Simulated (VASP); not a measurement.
HgTe (wurtzite type): relaxation of cell and atoms with PBE

The system is HgTe (wurtzite type).

```
Hg Te
1.0
     3.97742    0.00000    0.00000
    -1.98871    3.44455    0.00000
     0.00000    0.00000    6.48320
Hg Te
2 2
Direct
  0.33333 0.66667 0.00000
  0.66667 0.33333 0.50000
  0.33333 0.66667 0.37600
  0.66667 0.33333 0.87600
```

| Property | Result |
| --- | --- |
| Program | VASP 6.6.1 |
| Task | relaxation of cell and atoms |
| Functional | PBE |
| Potentials or basis | VASP PAW PBE potentials, release 64 (Hg, Te) |
| Cutoff | 600 eV |
| k mesh | 9 × 9 × 5 |
| Occupations | fermi-dirac, width 0.05 eV |
| Spin | no spin polarisation |
| Target pressure | 42 GPa |
| Dipole correction | no |
| Further INCAR settings | ALGO = Normal; EDIFF = 1e-07; IBRION = 2; EDIFFG = -0.005; NSW = 60; ISIF = 3 |

| Item | Value |
| --- | --- |
| Relaxed volume | 19.45 Å³/atom |
| Relaxed cell | a = 2.928 Å, b = 2.928 Å, c = 10.479 Å, α = 90.00°, β = 90.00°, γ = 120.00° |
| Space group after relaxing (to 0.1 Å) | P6_3mc (No. 186) |
| Energy change on relaxing (the run minimises the enthalpy) | -579.6 meV/atom |
| Ionic steps | 56 |
| Pressure after relaxing | 42.0 GPa |
| Band gap on the k mesh | zero (bands 18 and 19 overlap by 7.61 eV) |

The path:
```tsv
step	energy change (eV)	largest force (eV/Å)	pressure (GPa)	volume (Å³)
1	0.0000	0.1009	63.17	88.82
3	-2.9329	0.0613	39.30	98.16
5	-2.5905	0.0643	42.10	96.81
7	-2.5887	0.3950	42.11	96.79
9	-2.5908	0.4070	42.09	96.80
11	-2.5999	0.4589	41.99	96.81
13	-2.6331	0.6326	41.53	96.84
15	-2.7189	0.5729	38.26	96.33
17	1.0593	12.3578	48.61	85.87
19	-1.7882	5.1018	33.76	92.97
21	-1.6334	5.7067	33.86	92.44
23	-1.6353	5.7416	33.75	92.45
25	-1.6411	5.8847	33.36	92.46
27	-1.6399	6.4862	32.18	92.45
29	-1.6080	6.6731	32.11	92.44
31	-1.6342	6.7270	31.78	92.42
33	-1.7230	6.9878	30.74	92.27
35	-1.2725	8.4734	32.86	90.72
37	-1.6213	7.7661	30.88	91.35
39	-2.3917	5.9948	28.21	90.07
41	-2.7481	2.0935	33.14	83.55
43	-2.7173	2.2038	33.84	83.05
45	-1.4155	2.3535	50.05	75.99
47	-2.0409	0.0233	45.05	76.78
49	-2.2446	0.0742	42.80	77.52
51	-2.3150	0.0609	42.02	77.78
53	-2.3117	0.0168	42.06	77.77
55	-2.3244	0.0040	41.92	77.82
56	-2.3183	0.0003	41.99	77.80
```

Final structure:
```xyz
4
Lattice="2.9278 0.0000 0.0000 -1.4639 2.5356 0.0000 0.0000 0.0000 10.4792" Properties=species:S:1:pos:R:3 pbc="T T T"
Hg    0.0000    1.6904    0.6190
Hg    1.4639    0.8452    5.8586
Te    0.0000    1.6904    3.3212
Te    1.4639    0.8452    8.5608
```

Levels at points of the mesh, in eV from the Fermi level:
```tsv
k point	band 15	band 16	band 17	band 18	band 19	band 20	band 21	band 22
(0.00, 0.00, 0.00)	-6.45	0.20	1.17	5.26	5.26	5.49	5.49	8.39
```

It took 21 min on 1 thread of Intel(R) Xeon(R) 6975P-C (Granite Rapids) (shared host), peak memory 0.3 GiB.

Caveat: the cell is relaxed towards a set pressure, so the run minimises the enthalpy, not the energy; a cell axis changed by over 15 % at a fixed basis, so the end point is rough; spin-orbit coupling is left out, which moves the levels of the heavy elements.
